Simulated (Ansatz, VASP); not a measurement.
# AlNi: VASP beside Ansatz

Contents of POSCAR:

```
AlNi
1.0
    1.9200181183     -1.9425589801     -0.0037790393
    1.9512319427      1.9735411424      0.0255001712
    0.0173630105      0.0232309344      3.1752880394
Al Ni
1 1
Direct
   -0.0042343019      0.0203536993     -0.0081235684
    0.5000516049      0.4946897599      0.4962920952
```

INCAR.step1

```
SYSTEM = AlNi
PREC     = Accurate       ! precision mode
ENCUT    = 520            ! plane-wave cutoff, eV
ISMEAR   = 0              ! smearing method
SIGMA    = 0.1            ! smearing width, eV
LREAL    = .False.        ! projectors in reciprocal space
LASPH    = .True.         ! aspherical terms in the spheres
NELM     = 60             ! most SCF steps
NBANDS   = 14             ! bands
GGA      = PE             ! functional
ALGO     = Normal         ! electronic algorithm
EDIFF    = 1E-4           ! SCF threshold, eV
LWAVE    = .True.         ! write WAVECAR
LCHARG   = .False.        ! write CHGCAR
```

File INCAR.step2:

```
SYSTEM = AlNi
PREC     = Accurate       ! precision mode
ENCUT    = 520            ! plane-wave cutoff, eV
EDIFF    = 1E-6           ! SCF threshold, eV
ISMEAR   = 0              ! smearing method
SIGMA    = 0.1            ! smearing width, eV
LREAL    = .False.        ! projectors in reciprocal space
LASPH    = .True.         ! aspherical terms in the spheres
NELM     = 60             ! most SCF steps
ALGO     = Normal         ! electronic algorithm
ISIF     = 2              ! what is computed and relaxed
LWAVE    = .False.        ! write WAVECAR
LCHARG   = .False.        ! write CHGCAR
METAGGA  = R2SCAN         ! meta-GGA
LMIXTAU  = .True.       
NBANDS   = 14             ! bands
ISTART   = 1
```

The input KPOINTS:

```
regular mesh
0
Gamma
  6 6 6
  0 0 0
```

Input for Ansatz:

```yaml
crystal:
  lattice:
    - [1.9200181183, -1.9425589801, -0.0037790393]
    - [1.9512319427, 1.9735411424, 0.0255001712]
    - [0.0173630105, 0.0232309344, 3.1752880394]
  atoms:
    - { symbol: Al, position: [-0.0042343019, 0.0203536993, -0.0081235684] }
    - { symbol: Ni, position: [0.5000516049, 0.4946897599, 0.4962920952] }
basis:
  ecutwfc: 500
kpoints:
  mp_grid: { grid: [6, 6, 6] }
hamiltonian:
  xc: r2scan
scf:
  occupations: { method: gaussian, width: 0.1 }
output:
  forces: true
  stress: true
  eigenvalues: true
```

Change from the starting cell: kmesh displaced: [6, 6, 6] Gamma-centred.

Alike in both runs: task single point; functional r2SCAN; k mesh 6 × 6 × 6; occupations gaussian, width 0.1 eV; no spin polarisation.

|  | VASP | Ansatz |
| --- | --- | --- |
| version | VASP 6.6.1 | Ansatz 0.2.0 |
| potentials or method | VASP PAW PBE potentials, release 64 (Al, Ni), cutoff 520 eV | scalar-relativistic, plane waves, PAW |
| valence electrons in the cell | 13 | 21 |

VASP gave:

```
gap on the k mesh at the Fermi level (eV)                     : none
pressure (GPa)                                                : -3.3
traceless stress, the component that is largest in VASP (GPa) : -4.80
rms of the force components (eV/Å)                            : 0.234
```

Question: Estimate Ansatz's values.

Answer: gap on the k mesh at the Fermi level (eV): none; pressure (GPa): -3.1; traceless stress, the component that is largest in VASP (GPa): -4.69; rms of the force components (eV/Å): 0.232.

VASP's potentials were made for PBE, not for r2SCAN. Atom by atom the forces differ by 0.002 eV/Å (rms over components). A gap of «none» marks a metal or a gap that the smearing closes. VASP's potentials hold 13 valence electrons a cell and Ansatz's 21, so a difference there can come from the potentials and not from the codes.

The k mesh is coarse, so the values compare programs but aren't converged.
